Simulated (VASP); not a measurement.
Wanted: the native input for a VASP 6.6.1 run.

```
Task                   : relaxation of cell and atoms
Functional             : PBE
Potentials or basis    : VASP PAW PBE potentials, release 64 (Sn_d, H, Br)
Cutoff                 : 600 eV
k mesh                 : 4 × 2 × 2
Occupations            : gaussian, width 0.1 eV
Spin                   : no spin polarisation
Dipole correction      : no
Further INCAR settings : ALGO = Normal; EDIFF = 1e-06; IBRION = 2; EDIFFG = -0.025; NSW = 80; ISIF = 3
```

The structure of SnH2Br2 lies in POSCAR:

```
SnH2Br2
1.0
    2.2501382874     -3.9193758983      0.0308661017
   -6.5467068125     -3.8017650010     -0.0131178743
   -0.0489057612      0.0510228979     -9.8620049697
Sn H Br
2 4 4
Direct
    0.5080182417      0.5093712116      1.0122401115
    0.9989605434      1.0071296582      1.0013360397
    0.9683088193      1.0077090068      0.5348825519
    0.5314585421      0.5068428042      0.5361225256
    0.4873655294      0.5182303613      0.4683220750
    0.9988808651     -0.0062017421      0.4627419114
    0.4736968236      0.8249445938      0.8421033341
    1.0338192393      0.3296725971      0.8041448904
    0.0072399564      0.6626394935      0.1606209602
    0.4922514397      0.1396620157      0.1774856001
```

One way to write it, as run:

INCAR

```
SYSTEM = SnH2Br2
PREC = Accurate
ENCUT = 600
EDIFF = 1E-6
ISMEAR = 0
SIGMA = 0.1
LREAL = .False.
LASPH = .True.
NELM = 100
ALGO = Normal
ISIF = 3
LWAVE = .False.
LCHARG = .False.
GGA = PE
IBRION = 2
NSW = 80
EDIFFG = -0.025
```

KPOINTS

```
regular mesh
0
Gamma
  4 2 2
  0 0 0
```

Potentials or basis: VASP PAW PBE potentials, release 64 (Sn_d, H, Br).

Launch:

```sh
$ cat potpaw_PBE.64/Sn_d/POTCAR potpaw_PBE.64/H/POTCAR potpaw_PBE.64/Br/POTCAR > POTCAR
$ mpirun -np 1 vasp_std > vasp.out
```

Results of the run:

```yaml
Relaxed_volume: 32.56 Å³/atom
Relaxed_cell: a = 4.400 Å, b = 7.605 Å, c = 9.733 Å, α = 89.13°, β = 90.12°, γ = 89.66°
Space_group_after_relaxing_to_0.1_Å: P1 (No. 1)
Energy_gained_by_relaxing: 27.6 meV/atom
Ionic_steps: 29
Pressure_after_relaxing: 0.0 GPa
Largest_force_after_relaxing: 0.024 eV/Å
Band_gap_on_the_k_mesh: 2.18 eV (least direct gap 2.60 eV)
```

Caveat: spin-orbit coupling is left out, which moves the levels of the heavy elements.

It took 23 min on 1 thread of Intel(R) Xeon(R) 6975P-C (Granite Rapids), on a shared host, peak memory 0.56 GiB.
